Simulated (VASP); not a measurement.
# AlBN (P4mm) in VASP: a series of runs

The runs below take AlBN through single point, relaxation of cell and atoms, with PBE.

Everything below comes from runs of VASP 6.6.1. Logs are shortened: lines on timing, memory, paths and dates and some standing lists are left out, and cuts for length are marked.

## Step 1: The cell of the first run

Symmetry: P4mm, No. 99, tetragonal system. Conventional cell: a = 3.717 Å, b = 3.717 Å, c = 3.717 Å, α = 90.00°, β = 90.00°, γ = 90.00°. Within 1.1 Å of Al (site symmetry 4mm) lie 1 B at 0.80 Å. Within 1.1 Å of B (site symmetry 4mm) lie 1 Al at 0.80 Å. N (site symmetry 4mm) has 4 Al at 2.63 Å and 4 B at 2.80 Å within 3.5 Å.

The cell was built from a structure type or drawn by symmetry, and may not be a known phase.

## Step 2: Single point, PBE

INCAR

```
  ALGO = Normal
  EDIFF = 1E-7
  ENCUT = 520
  GGA = PE
  ISIF = 2
  ISMEAR = 0
  LASPH = T
  LCHARG = F
  LREAL = F
  LWAVE = F
  NBANDS = 12
  NELM = 80
  PREC = Accurate
  SIGMA = 0.1
```

KPOINTS

```
k-points
0
Gamma
  6 6 6
```

POSCAR

```
AlBN
1.0
    3.7174828300      0.0000000000      0.0000000000
    0.0000000000      3.7174828300      0.0000000000
    0.0000000000      0.0000000000      3.7169155600
Al B N
1 1 1
Direct
    0.5000000000      0.5000000000      0.2261954900
    0.5000000000      0.5000000000      0.4414094900
    0.0000000000      0.0000000000      0.1829796000
```

Potentials or basis: VASP PAW PBE potentials, release 64 (Al, B, N).

Started as:

```bash
> cat potpaw_PBE.64/Al/POTCAR potpaw_PBE.64/B/POTCAR potpaw_PBE.64/N/POTCAR > POTCAR
> mpirun -np 1 vasp_std > vasp.out
```

OUTCAR:

```text
EDIFF = 1E-7
   ENCUT = 520
   GGA = PE
   ISIF = 2
   ISMEAR = 0
   LASPH = T
   LREAL = F
   NELM = 80
   PREC = Accurate

 ion  position               nearest neighbor table
   1  0.500  0.500  0.226-   2 0.80
   2  0.500  0.500  0.441-   1 0.80
   3  0.000  0.000  0.183-

 -----------------------------------------------------------------------------
|                                                                             |
|           W    W    AA    RRRRR   N    N  II  N    N   GGGG   !!!           |
|           W    W   A  A   R    R  NN   N  II  NN   N  G    G  !!!           |
|           W    W  A    A  R    R  N N  N  II  N N  N  G       !!!           |
|           W WW W  AAAAAA  RRRRR   N  N N  II  N  N N  G  GGG   !            |
|           WW  WW  A    A  R   R   N   NN  II  N   NN  G    G                |
|           W    W  A    A  R    R  N    N  II  N    N   GGGG   !!!           |
|                                                                             |
|     The distance between some ions is very small. Please check the          |
|     nearest-neighbor list in the OUTCAR file.                               |
|     I HOPE YOU KNOW WHAT YOU ARE DOING!                                     |
|                                                                             |
 -----------------------------------------------------------------------------

  LATTYP: Found a simple tetragonal cell.
 ALAT       =     3.7174828300
 C/A-ratio  =     0.9998474048

  Lattice vectors:

 A1 = (   3.7174828300,   0.0000000000,   0.0000000000)
 A2 = (   0.0000000000,   3.7174828300,   0.0000000000)
 A3 = (   0.0000000000,   0.0000000000,   3.7169155600)

Analysis of symmetry for initial positions (statically):
=====================================================================
 Subroutine PRICEL returns:
 Original cell was already a primitive cell.

 Routine SETGRP: Setting up the symmetry group for a
 simple tetragonal supercell.

 Subroutine GETGRP returns: Found  8 space group operations
 (whereof  8 operations were pure point group operations)
 out of a pool of 16 trial point group operations.

The static configuration has the point symmetry C_4v.

Analysis of symmetry for dynamics (positions and initial velocities):
=====================================================================
 Subroutine PRICEL returns:
 Original cell was already a primitive cell.

 Routine SETGRP: Setting up the symmetry group for a
 simple tetragonal supercell.

 Subroutine GETGRP returns: Found  8 space group operations
 (whereof  8 operations were pure point group operations)
 out of a pool of 16 trial point group operations.

The dynamic configuration has the point symmetry C_4v.

 Subroutine INISYM returns: Found  8 space group operations
 (whereof  8 operations are pure point group operations),
 and found     1 'primitive' translations

----------------------------------------------------------------------------------------

                                     Primitive cell

  volume of cell :      51.3666

  direct lattice vectors                    reciprocal lattice vectors
     3.717482830  0.000000000  0.000000000     0.268999225  0.000000000  0.000000000
     0.000000000  3.717482830  0.000000000     0.000000000  0.268999225  0.000000000
     0.000000000  0.000000000  3.716915560     0.000000000  0.000000000  0.269040279

  length of vectors
     3.717482830  3.717482830  3.716915560     0.268999225  0.268999225  0.269040279

  position of ions in fractional coordinates (direct lattice)
     0.500000000  0.500000000  0.226195490
     0.500000000  0.500000000  0.441409490
     0.000000000  0.000000000  0.182979600

  ion indices of the primitive-cell ions
   primitive index   ion index
                 1           1
                 2           2
                 3           3

----------------------------------------------------------------------------------------

 KPOINTS: k-points

Automatic generation of k-mesh.
 Grid dimensions read from file:
 generate k-points for:    6    6    6

 Generating k-lattice:

  Cartesian coordinates                     Fractional coordinates (reciprocal lattice)
     0.044833204  0.000000000  0.000000000     0.166666667  0.000000000  0.000000000
     0.000000000  0.044833204  0.000000000     0.000000000  0.166666667  0.000000000
     0.000000000  0.000000000  0.044840047     0.000000000  0.000000000  0.166666667

  Length of vectors
     0.044833204  0.044833204  0.044840047

  Shift w.r.t. Gamma in fractional coordinates (k-lattice)
     0.000000000  0.000000000  0.000000000

 Subroutine IBZKPT returns following result:
 ===========================================

 Found     40 irreducible k-points:

 Following reciprocal coordinates:
            Coordinates               Weight
  0.000000  0.000000  0.000000      1.000000
  0.166667  0.000000  0.000000      4.000000
  0.333333  0.000000  0.000000      4.000000
  0.500000  0.000000  0.000000      2.000000
  0.166667  0.166667  0.000000      4.000000
  0.333333  0.166667  0.000000      8.000000
[... 16 lines left out ...]
  0.333333  0.000000  0.333333      8.000000
  0.500000  0.000000  0.333333      4.000000
 [... further k-points ...]
   k-points           NKPTS =     40   k-points in BZ     NKDIM =     40   number of bands    NBANDS=     12
   number of dos      NEDOS =    301   number of ions     NIONS =      3
   total plane-waves  NPLWV =  21952
   dimension x,y,z NGX =    28 NGY =   28 NGZ =   28
   dimension x,y,z NGXF=    56 NGYF=   56 NGZF=   56
   ions per type =               1   1   1
   NGX,Y,Z   is equivalent  to a cutoff of  12.52, 12.52, 12.52 a.u.
   NGXF,Y,Z  is equivalent  to a cutoff of  25.04, 25.04, 25.05 a.u.
 SYSTEM =  unknown system
   PREC   = accura    normal or accurate (medium, high low for compatibility)
   ISTART =      0    job   : 0-new  1-cont  2-samecut
   ICHARG =      2    charge: 1-file 2-atom 10-const
   ISPIN  =      1    spin polarized calculation?
   LNONCOLLINEAR =      F non collinear calculations
   LSORBIT =      F    spin-orbit coupling
   LASPH  =      T    aspherical Exc in radial PAW
   ENCUT  =  520.0 eV  38.22 Ry    6.18 a.u.   6.91  6.91  6.91*2*pi/ulx,y,z
   NELM   =     80;   NELMIN=  2; NELMDL= -5     # of ELM steps
   EDIFF  = 0.1E-06   stopping-criterion for ELM
   LREAL  =      F    real-space projection
   EDIFFG = 0.1E-05   stopping-criterion for IOM
   NSW    =      0    number of steps for IOM
   IBRION =     -1    ionic relax: 0-MD 1-quasi-New 2-CG
   NFREE  =      0    steps in history (QN), initial steepest desc. (CG)
   ISIF   =      2    stress and relaxation
   ISYM   =      2    0-nonsym 1-usesym 2-fastsym
   POTIM  = 0.5000    time-step for ionic-motion
   TEBEG  =    0.0;   TEEND  =   0.0 temperature during run
   PSTRESS=    0.0 pullay stress
   NELECT =      11.0000    total number of electrons
   NUPDOWN=      -1.0000    fix difference up-down
   EMIN   =  10.00;   EMAX   =-10.00  energy-range for DOS
   EFERMI =   0.00;   METHOD = LEGACY
   ISMEAR =     0;   SIGMA  =   0.10  broadening in eV -4-tet -1-fermi 0-gaus
   EFERMI_NEDOS =   21; number of points for ismear=-14 and -15
   IALGO  =     38    algorithm
   IMIX   =      4    mixing-type and parameters
     AMIX     =   0.40;   BMIX     =  1.00
     AMIX_MAG =   1.60;   BMIX_MAG =  1.00
  volume/ion in A,a.u.               =      17.12       115.55
  Fermi-wavevector in a.u.,A,eV,Ry     =   0.979442  1.850878 13.052167  0.959307
  Thomas-Fermi vector in A             =   2.110296
   LORBIT       =      0    0 simple, 1 ext, 2 COOP (PROOUT), +10 PAW based schemes
   GGA     = PE    functional components
   LHFCALC =     F    Hartree Fock is set to
   AEXX    =    0.0000 exact exchange contribution
   IVDW    =     0    specifies the selected vdW correction
   LEPSILON=     F    determine dielectric tensor
   LRPA    =     F    only Hartree local field effects (RPA)
 non-spin polarized calculation
 Gauss-broadening in eV      SIGMA  =   0.10
  energy-cutoff  :      520.00
  volume of cell :       51.37
 maximum number of plane-waves:      1409
 NGX is ok and might be reduce to    28
   NGX = 13   NGY = 13   NGZ = 13

 number of electron      10.9999999 magnetization

 Free energy of the ion-electron system (eV)
  ---------------------------------------------------
  ext. energy  EPLUGINS =         0.00000000
  ---------------------------------------------------
  free energy    TOTEN  =        39.38027905 eV

  energy without entropy =       39.39861885  energy(sigma->0) =       39.38944895

 E-fermi :   0.1707     XC(G=0):  -8.3403

 val. band max:        0.1686862708   @ k =   0.5000   0.1667   0.1667
 cond. band min:       0.1790854823   @ k =   0.3333   0.0000   0.3333
 fundamental gap:      0.0103992115
 Fermi energy:         0.1706780633

 k-point     1 :       0.0000    0.0000    0.0000
  band No.  band energies     occupation
      1     -12.4662      2.00000
      2      -3.7251      2.00000
      3      -2.1754      2.00000
      4      -2.1754      2.00000
      5      -0.2198      2.00000
      6       0.8412      0.00000
      7       0.8412      0.00000
      8       3.1173      0.00000
      9       6.7512      0.00000
     10       7.2770      0.00000
     11      10.6935      0.00000
     12      11.0716      0.00000

 k-point     2 :       0.1667    0.0000    0.0000
  band No.  band energies     occupation
      1     -12.3984      2.00000
      2      -4.1234      2.00000
      3      -2.0529      2.00000
      4      -2.0081      2.00000
      5      -0.1127      1.99994
      6       0.5999      0.00000
      7       0.6664      0.00000
      8       3.4408      0.00000
      9       6.7469      0.00000
     10       7.6718      0.00000
     11       9.9347      0.00000
     12      10.7021      0.00000
[... 301 lines left out ...]
 k-point    23 :       0.3333    0.0000    0.3333
  band No.  band energies     occupation
      1     -12.1640      2.00000
      2      -4.1116      2.00000
      3      -2.2173      2.00000
      4      -1.3954      2.00000
      5      -0.8275      2.00000
      6      -0.0269      1.99480
      7       0.1791      0.90536
      8       2.4597      0.00000
      9       7.0344      0.00000
     10       9.3477      0.00000
     11       9.3798      0.00000
     12      10.7471      0.00000

 k-point    24 :       0.5000    0.0000    0.3333
  band No.  band energies     occupation
      1     -12.0960      2.00000
      2      -4.3976      2.00000
      3      -2.0364      2.00000
      4      -1.0400      2.00000
      5      -0.8202      2.00000
      6      -0.6486      2.00000
      7       0.1504      1.22596
      8       2.8895      0.00000
      9       6.4311      0.00000
     10       9.2548      0.00000
     11       9.3264      0.00000
     12      12.0887      0.00000

 [... further k-points ...]
[... 5 lines left out ...]
  --------------------------------------------------------------------------------------
  -------------------------------------------------------------------------------------
  Total       -6.5659578     -6.5659578    103.0934785      0.0000000      0.0000000      0.0000000
  in kB     -204.7990955   -204.7990955   3215.5934701      0.0000000      0.0000000      0.0000000
  external PRESSURE =     935.3317597 kB  Pullay stress =       0.0000000 kB

 VOLUME and BASIS-vectors are now :
 -----------------------------------------------------------------------------
  energy-cutoff  :      520.00
  volume of cell :       51.37
      direct lattice vectors                 reciprocal lattice vectors
     3.717482830  0.000000000  0.000000000     0.268999225  0.000000000  0.000000000
     0.000000000  3.717482830  0.000000000     0.000000000  0.268999225  0.000000000
     0.000000000  0.000000000  3.716915560     0.000000000  0.000000000  0.269040279

 POSITION                                       TOTAL-FORCE (eV/Angst)
 -----------------------------------------------------------------------------------
      1.85874      1.85874      0.84075        -0.000000     -0.000000   -135.264315
      1.85874      1.85874      1.64068        -0.000000      0.000000    134.583557
      0.00000      0.00000      0.68012         0.000000      0.000000      0.680757
 -----------------------------------------------------------------------------------
    total drift:                               -0.000000      0.000000      0.000168

  FREE ENERGIE OF THE ION-ELECTRON SYSTEM (eV)
  ---------------------------------------------------
  free  energy   TOTEN  =        39.3802790543 eV

  energy  without entropy=       39.3986188503  energy(sigma->0) =       39.38944895
```

It took 48 s on 1 thread of Intel Xeon 8259CL, shared host; peak memory 0.17 GiB.

Results:

```yaml
Free_energy: 39.3803 eV
Pressure: 93.5 GPa
Largest_force: 135.264 eV/Å
Band_gap_on_the_k_mesh: zero (an odd number of electrons rules out a gap without spin polarisation)
```

Forces in eV/Å, atoms in the order of the input:
```
Al     0.000    0.000 -135.264
B      0.000    0.000  134.584
N      0.000    0.000    0.681
```

Caveat: atoms lie so close that the PAW spheres overlap strongly, which falsifies energies and pressures; the cell stands under pressure; forces of over 1 eV/Å act on the atoms, so gaps and moduli don't describe the material at rest.

## Step 3: Relaxation of cell and atoms, PBE

INCAR

```
SYSTEM = AlBN
ALGO = Normal ; EDIFF = 1E-6
EDIFFG = -0.04 ; ENCUT = 600
GGA = PE ; IBRION = 2
ISIF = 3 ; ISMEAR = 0
LASPH = .TRUE. ; LCHARG = .FALSE.
LREAL = .FALSE. ; LWAVE = .FALSE.
NELM = 60 ; NSW = 90
PREC = Accurate ; SIGMA = 0.1
```

KPOINTS

```
k-points
0
G
  6 6 6
  0 0 0
```

POSCAR is that of step 2.

Potentials or basis: VASP PAW PBE potentials, release 64 (Al, B, N).

Started as:

```bash
> cat potpaw_PBE.64/Al/POTCAR potpaw_PBE.64/B/POTCAR potpaw_PBE.64/N/POTCAR > POTCAR
> mpirun -np 1 vasp_std > vasp.out
```

It took 21 min on 1 thread of Intel Xeon 8259CL, shared host; peak memory 0.21 GiB.

It converged, with:

| Item | Value |
| --- | --- |
| Free energy | -15.9935 eV |
| Relaxed volume | 10.28 Å³/atom |
| Relaxed cell | a = 2.441 Å, b = 2.441 Å, c = 5.176 Å, α = 90.00°, β = 90.00°, γ = 90.00° |
| Space group after relaxing (to 0.1 Å) | P4/mmm (No. 123) |
| Pressure after relaxing | 0.2 GPa |
| Largest force after relaxing | 0.021 eV/Å |
| Band gap on the k mesh | zero (an odd number of electrons rules out a gap without spin polarisation) |

Forces in eV/Å, atoms in the order of the input:
```
Al   0.000  0.000  0.021
B    0.000  0.000 -0.018
N    0.000  0.000 -0.002
```

Stress tensor (GPa, compression positive):
```
0.35 0.00 0.00
0.00 0.35 0.00
0.00 0.00 0.00
```

Final structure:
```yaml
crystal:
  lattice:
    - [2.44073, 0.00000, 0.00000]
    - [0.00000, 2.44073, 0.00000]
    - [0.00000, 0.00000, 5.17565]
  atoms:
    - { symbol: Al, position: [0.50000, 0.50000, 0.61594] }
    - { symbol: B, position: [0.50000, 0.50000, 0.11739] }
    - { symbol: N, position: [0.00000, 0.00000, 0.11725] }
```

Levels at points of the mesh, in eV from the Fermi level:
```csv
k point,band 3,band 4,band 5,band 6,band 7,band 8
"(0.00, 0.00, 0.00)",-8.03,-3.06,-3.06,2.45,3.49,7.83
"(0.50, 0.00, 0.00)",-3.55,-3.29,-2.64,-1.92,-0.12,6.26
"(0.50, 0.50, 0.00)",-8.96,-2.22,-1.12,1.29,1.29,1.55
"(0.00, 0.00, 0.50)",-4.50,-3.06,-3.06,-1.76,5.66,5.93
"(0.50, 0.00, 0.50)",-5.02,-4.40,-0.78,-0.12,2.46,3.28
"(0.50, 0.50, 0.50)",-8.95,-2.02,-1.40,0.83,0.85,0.85
```

Caveat: the volume moved by over 15 % at a fixed basis, so the end points are rough.
